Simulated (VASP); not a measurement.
# Co (P6_3/mmc) in VASP: notebook, part 2 of 2

VASP 6.6.1.

### Step 4. Single point, PBE, collinear spin, ferromagnetic start

The input, INCAR:

```
SYSTEM = Co
ALGO = Normal
EDIFF = 1E-6
ENCUT = 520
GGA = PE
ISIF = 2
ISMEAR = 1
ISPIN = 2
LASPH = .TRUE.
LCHARG = .FALSE.
LMAXMIX = 4
LORBIT = 11
LREAL = .FALSE.
LWAVE = .FALSE.
MAGMOM = 1.69 1.69
NBANDS = 20
NELM = 150
PREC = Accurate
SIGMA = 0.03
```

The input, KPOINTS:

```
k-points
0
G
  14 14 8
  0 0 0
```

The input, POSCAR:

```
Co
1.0
    2.4935221926      0.0000000000      0.0000000000
   -1.2467610963      2.1594535637      0.0000000000
    0.0000000000      0.0000000000      4.0277844638
Co
2
Direct
    0.3333333333      0.6666666667      0.2500000000
    0.6666666667      0.3333333333      0.7500000000
```

Potentials or basis: VASP PAW PBE potentials, release 64 (Co).

Launch:

```sh
> cat potpaw_PBE.64/Co/POTCAR > POTCAR
> mpirun -np 1 vasp_std > vasp.out
```

OUTCAR:

```text
SYSTEM = Co
   EDIFF = 1E-6
   ENCUT = 520
   GGA = PE
   ISIF = 2
   ISMEAR = 1
   ISPIN = 2
   LASPH = .TRUE.
   LORBIT = 11
   LREAL = .FALSE.
   NELM = 150
   PREC = Accurate

 ion  position               nearest neighbor table
   1  0.333  0.667  0.250-   2 2.48   2 2.48   2 2.48   2 2.48   2 2.48   2 2.48
   2  0.667  0.333  0.750-   1 2.48   1 2.48   1 2.48   1 2.48   1 2.48   1 2.48

  LATTYP: Found a hexagonal cell.
 ALAT       =     2.4935221926
 C/A-ratio  =     1.6152992244

  Lattice vectors:

 A1 = (   2.4935221926,   0.0000000000,   0.0000000000)
 A2 = (  -1.2467610963,   2.1594535637,   0.0000000000)
 A3 = (   0.0000000000,   0.0000000000,   4.0277844638)

Analysis of symmetry for initial positions (statically):
=====================================================================
 Subroutine PRICEL returns:
 Original cell was already a primitive cell.

 Routine SETGRP: Setting up the symmetry group for a
 hexagonal supercell.

 Subroutine GETGRP returns: Found 24 space group operations
 (whereof 12 operations were pure point group operations)
 out of a pool of 24 trial point group operations.

The static configuration has the point symmetry D_3d.
 The point group associated with its full space group is D_6h.

Analysis of symmetry for dynamics (positions and initial velocities):
=====================================================================
 Subroutine PRICEL returns:
 Original cell was already a primitive cell.

 Routine SETGRP: Setting up the symmetry group for a
 hexagonal supercell.

 Subroutine GETGRP returns: Found 24 space group operations
 (whereof 12 operations were pure point group operations)
 out of a pool of 24 trial point group operations.

The dynamic configuration has the point symmetry D_3d.
 The point group associated with its full space group is D_6h.

Analysis of structural, dynamic, and magnetic symmetry:
=====================================================================
 Subroutine PRICEL returns:
 Original cell was already a primitive cell.

 Routine SETGRP: Setting up the symmetry group for a
 hexagonal supercell.

 Subroutine GETGRP returns: Found 24 space group operations
 (whereof 12 operations were pure point group operations)
 out of a pool of 24 trial point group operations.

The overall configuration has the point symmetry D_3d.
 The point group associated with its full space group is D_6h.

 Subroutine INISYM returns: Found 24 space group operations
 (whereof 12 operations are pure point group operations),
 and found     1 'primitive' translations

----------------------------------------------------------------------------------------

                                     Primitive cell

  volume of cell :      21.6882

  direct lattice vectors                    reciprocal lattice vectors
     2.493522193  0.000000000  0.000000000     0.401039142  0.231540056  0.000000000
    -1.246761096  2.159453564  0.000000000     0.000000000  0.463080113  0.000000000
     0.000000000  0.000000000  4.027784464     0.000000000  0.000000000  0.248275450

  length of vectors
     2.493522193  2.493522193  4.027784464     0.463080113  0.463080113  0.248275450

  position of ions in fractional coordinates (direct lattice)
     0.333333333  0.666666667  0.250000000
     0.666666667  0.333333333  0.750000000

  ion indices of the primitive-cell ions
   primitive index   ion index
[... 64 lines left out ...]
 SYSTEM =  Co
   PREC   = accura    normal or accurate (medium, high low for compatibility)
   ISTART =      0    job   : 0-new  1-cont  2-samecut
   ICHARG =      2    charge: 1-file 2-atom 10-const
   ISPIN  =      2    spin polarized calculation?
   LNONCOLLINEAR =      F non collinear calculations
   LSORBIT =      F    spin-orbit coupling
   LASPH  =      T    aspherical Exc in radial PAW
   ENCUT  =  520.0 eV  38.22 Ry    6.18 a.u.   4.64  4.64  7.49*2*pi/ulx,y,z
   NELM   =    150;   NELMIN=  2; NELMDL= -5     # of ELM steps
   EDIFF  = 0.1E-05   stopping-criterion for ELM
   LREAL  =      F    real-space projection
   EDIFFG = 0.1E-04   stopping-criterion for IOM
   NSW    =      0    number of steps for IOM
   IBRION =     -1    ionic relax: 0-MD 1-quasi-New 2-CG
   NFREE  =      0    steps in history (QN), initial steepest desc. (CG)
   ISIF   =      2    stress and relaxation
   ISYM   =      2    0-nonsym 1-usesym 2-fastsym
   POTIM  = 0.5000    time-step for ionic-motion
   TEBEG  =    0.0;   TEEND  =   0.0 temperature during run
   PSTRESS=    0.0 pullay stress
   NELECT =      18.0000    total number of electrons
   NUPDOWN=      -1.0000    fix difference up-down
   EMIN   =  10.00;   EMAX   =-10.00  energy-range for DOS
   EFERMI =   0.00;   METHOD = LEGACY
   ISMEAR =     1;   SIGMA  =   0.03  broadening in eV -4-tet -1-fermi 0-gaus
   EFERMI_NEDOS =   21; number of points for ismear=-14 and -15
   IALGO  =     38    algorithm
   IMIX   =      4    mixing-type and parameters
     AMIX     =   0.40;   BMIX     =  1.00
     AMIX_MAG =   1.60;   BMIX_MAG =  1.00
  volume/ion in A,a.u.               =      10.84        73.18
  Fermi-wavevector in a.u.,A,eV,Ry     =   1.538478  2.907301 32.203818  2.366914
  Thomas-Fermi vector in A             =   2.644841
   LORBIT       =     11    0 simple, 1 ext, 2 COOP (PROOUT), +10 PAW based schemes
   GGA     = PE    functional components
   LHFCALC =     F    Hartree Fock is set to
   AEXX    =    0.0000 exact exchange contribution
   IVDW    =     0    specifies the selected vdW correction
   LEPSILON=     F    determine dielectric tensor
   LRPA    =     F    only Hartree local field effects (RPA)
 spin polarized calculation
 Methfessel and Paxton  Order N= 1 SIGMA  =   0.03
  energy-cutoff  :      520.00
  volume of cell :       21.69
 maximum number of plane-waves:       597
 NGX is ok and might be reduce to    20
   NGX =  9   NGY =  9   NGZ = 15

 number of electron      17.9999996 magnetization       3.1460661

 Free energy of the ion-electron system (eV)
  ---------------------------------------------------
  ext. energy  EPLUGINS =         0.00000000
  ---------------------------------------------------
  free energy    TOTEN  =       -14.06486762 eV

  energy without entropy =      -14.06475239  energy(sigma->0) =      -14.06482921

 E-fermi :  10.2646     XC(G=0): -13.4062

 val. band max:       10.2615059199   @ k =   0.2143   0.0714   0.2500
 cond. band min:      10.2658751958   @ k =   0.2143   0.1429   0.0000
 fundamental gap:      0.0043692759
 Fermi energy:        10.2646239978

 spin component 1

 k-point     1 :       0.0000    0.0000    0.0000
  band No.  band energies     occupation
      1       1.3587      1.00000
      2       5.1503      1.00000
      3       7.6796      1.00000
      4       7.6908      1.00000
      5       7.6908      1.00000
      6       8.0041      1.00000
[... 541 lines left out ...]
     19      27.0894      0.00000
     20      42.8931      0.00000

 [... further k-points ...]

 spin component 2

 k-point     1 :       0.0000    0.0000    0.0000
  band No.  band energies     occupation
      1       1.3405      1.00000
      2       6.0678      1.00000
      3       9.2781      1.00000
      4       9.2925      1.00000
      5       9.2925      1.00000
      6       9.6591      1.00000
[... 541 lines left out ...]
     19      27.4530      0.00000
     20      43.0542      0.00000

 [... further k-points ...]
[... 5 lines left out ...]
  --------------------------------------------------------------------------------------
  -------------------------------------------------------------------------------------
  Total       -0.1428094     -0.1428094     -0.1268741      0.0000000     -0.0000000      0.0000000
  in kB      -10.5497986    -10.5497986     -9.3726033      0.0000000     -0.0000000      0.0000000
  external PRESSURE =     -10.1574002 kB  Pullay stress =       0.0000000 kB

 VOLUME and BASIS-vectors are now :
 -----------------------------------------------------------------------------
  energy-cutoff  :      520.00
  volume of cell :       21.69
      direct lattice vectors                 reciprocal lattice vectors
     2.493522193  0.000000000  0.000000000     0.401039142  0.231540056  0.000000000
    -1.246761096  2.159453564  0.000000000     0.000000000  0.463080113  0.000000000
     0.000000000  0.000000000  4.027784464     0.000000000  0.000000000  0.248275450

 POSITION                                       TOTAL-FORCE (eV/Angst)
 -----------------------------------------------------------------------------------
     -0.00000      1.43964      1.00695         0.000000     -0.000000      0.000000
      1.24676      0.71982      3.02084        -0.000000      0.000000      0.000000
 -----------------------------------------------------------------------------------
    total drift:                               -0.000000      0.000000     -0.000000

  FREE ENERGIE OF THE ION-ELECTRON SYSTEM (eV)
  ---------------------------------------------------
  free  energy   TOTEN  =       -14.0648676224 eV

  energy  without entropy=      -14.0647523906  energy(sigma->0) =      -14.06482921

 total charge

# of ion       s       p       d       tot
------------------------------------------
    1        0.488   0.520   7.267   8.275
    2        0.488   0.520   7.267   8.275
--------------------------------------------------
tot          0.975   1.040  14.534  16.549

 magnetization (x)

# of ion       s       p       d       tot
------------------------------------------
    1       -0.016  -0.056   1.667   1.594
    2       -0.016  -0.056   1.667   1.594
--------------------------------------------------
tot         -0.032  -0.113   3.333   3.188
```

OSZICAR:

```text
N       E                     dE             d eps       ncg     rms          rms(c)
DAV:   1     0.845126714143E+02    0.84513E+02   -0.78671E+03 10104   0.119E+03
DAV:   2    -0.115690428278E+02   -0.96082E+02   -0.86400E+02  9768   0.216E+02
DAV:   3    -0.161201258627E+02   -0.45511E+01   -0.43402E+01 10900   0.566E+01
DAV:   4    -0.161888363717E+02   -0.68711E-01   -0.68663E-01 11832   0.615E+00
DAV:   5    -0.161907221697E+02   -0.18858E-02   -0.18857E-02 11164   0.964E-01    0.148E+01
DAV:   6    -0.145136540231E+02    0.16771E+01   -0.74289E+00 10904   0.563E+01    0.711E+00
DAV:   7    -0.141001338325E+02    0.41352E+00   -0.11825E+00 11232   0.205E+01    0.379E+00
DAV:   8    -0.140796525813E+02    0.20481E-01   -0.15592E-02 12492   0.117E+00    0.177E+00
DAV:   9    -0.140655212210E+02    0.14131E-01   -0.29451E-03 15608   0.970E-01    0.484E-01
DAV:  10    -0.140647407112E+02    0.78051E-03   -0.83999E-04 12368   0.324E-01    0.145E-01
DAV:  11    -0.140648446205E+02   -0.10391E-03   -0.85634E-05 11532   0.122E-01    0.576E-02
DAV:  12    -0.140648670421E+02   -0.22422E-04   -0.78926E-06 11752   0.322E-02    0.218E-02
DAV:  13    -0.140648676224E+02   -0.58031E-06   -0.30107E-06  9832   0.251E-02
   1 F= -.14064868E+02 E0= -.14064829E+02  d E =-.115232E-03  mag=     3.1439
```

stdout:

```text
POSCAR found type information on POSCAR Co
 POSCAR found :  1 types and       2 ions
 scaLAPACK will be used
 LDA part: xc-table for (Slater+PW92), standard interpolation
 POSCAR, INCAR and KPOINTS ok, starting setup
 FFT: planning ... GRIDC
 FFT: planning ... GRID_SOFT
 FFT: planning ... GRID
 WAVECAR not read
 entering main loop
```

Run time: 1.9 min. Hardware: 1 thread of Intel Xeon Platinum 8259CL at 2.50GHz (Skylake/Cascade Lake), shared host; peak memory 0.19 GiB.

Results:

* Free energy: -14.0649 eV
* Pressure: -1.0 GPa
* Net moment: 3.15 μB per cell
* Site moments: Co +1.59 μB
* Valence electrons inside the program's atomic spheres: Co 8.28

Stress tensor (GPa, compression positive):
```
-1.05  0.00  0.00
 0.00 -1.05  0.00
 0.00  0.00 -0.94
```

### Step 5. Single point, PBE, collinear spin, ferromagnetic start

The input, INCAR:

```
PREC = Accurate
ENCUT = 520
EDIFF = 1E-6
ISMEAR = 1
SIGMA = 0.6
LREAL = F
LASPH = T
NELM = 150
ALGO = Normal
ISIF = 2
LWAVE = F
LCHARG = F
ISPIN = 2
MAGMOM = 1.69 1.69
LORBIT = 11
LMAXMIX = 4
GGA = PE
NBANDS = 20
```

The input, KPOINTS:

```
Automatic mesh
0
Gamma
  14 14 8
```

POSCAR is that of step 4.

Launch:

```sh
> cat potpaw_PBE.64/Co/POTCAR > POTCAR
> mpirun -np 1 vasp_std > vasp.out
```

Run time: 1.9 min. Hardware: 1 thread of Intel Xeon Platinum 8259CL at 2.50GHz (Skylake/Cascade Lake), shared host; peak memory 0.2 GiB.

It converged, with:

| Item | Value |
| --- | --- |
| Free energy | -14.0384 eV |
| Pressure | -0.1 GPa |
| Net moment | 3.32 μB per cell |
| Site moments | Co +1.68 μB |
| Valence electrons inside the program's atomic spheres | Co 8.27 |

Stress tensor (GPa, compression positive):
```
-0.52  0.00  0.00
 0.00 -0.52  0.00
 0.00  0.00  0.72
```

Levels at points of the mesh, in eV from the Fermi level:
Spin up:
```csv
k point,band 8,band 9,band 10,band 11,band 12,band 13,band 14,band 15
"(0.00, 0.00, 0.00)",-1.96,-1.96,-0.85,-0.85,-0.05,6.37,21.98,24.52
"(0.50, 0.00, 0.00)",-0.72,-0.63,-0.57,1.30,3.31,9.70,10.35,12.75
"(0.00, 0.00, 0.50)",-2.68,-1.16,-1.16,-1.16,-1.16,15.06,15.06,22.70
"(0.50, 0.00, 0.50)",-1.07,-0.63,-0.63,1.60,1.60,7.25,7.25,18.34
```
Spin down:
```tsv
k point	band 3	band 4	band 5	band 6	band 7	band 8	band 9	band 10	band 11	band 12
(0.00, 0.00, 0.00)	-0.94	-0.92	-0.92	-0.55	-0.55	-0.13	-0.13	-0.12	1.10	1.10
(0.50, 0.00, 0.00)	-3.20	-1.84	-1.07	-0.98	-0.57	1.22	1.36	1.38	2.57	4.32
(0.00, 0.00, 0.50)	-1.50	-1.50	-0.98	-0.98	-0.98	-0.98	0.76	0.76	0.76	0.76
(0.50, 0.00, 0.50)	-2.33	-2.33	-0.02	-0.02	0.27	0.27	1.32	1.32	2.24	2.24
```

### Step 6. Summary

```tsv
smearing	gap on the mesh (eV)	pressure (GPa)	moment (μB)
methfessel-paxton 1 eV	none	-0.7	3.24
methfessel-paxton 0.01 eV	none	-1.0	3.13
methfessel-paxton 0.03 eV	none	-1.0	3.15
methfessel-paxton 0.6 eV	none	-0.1	3.32
```

Alike in all rows: task single point; level PBE; potentials or basis VASP PAW PBE potentials, release 64 (Co); spin collinear, ferromagnetic start; cell as given; k mesh 14 × 14 × 8; cutoff (eV) 520.

Every run on the cell as given and a fine mesh finds a metal.

Absolute energies hang on the potentials; compare differences alone.
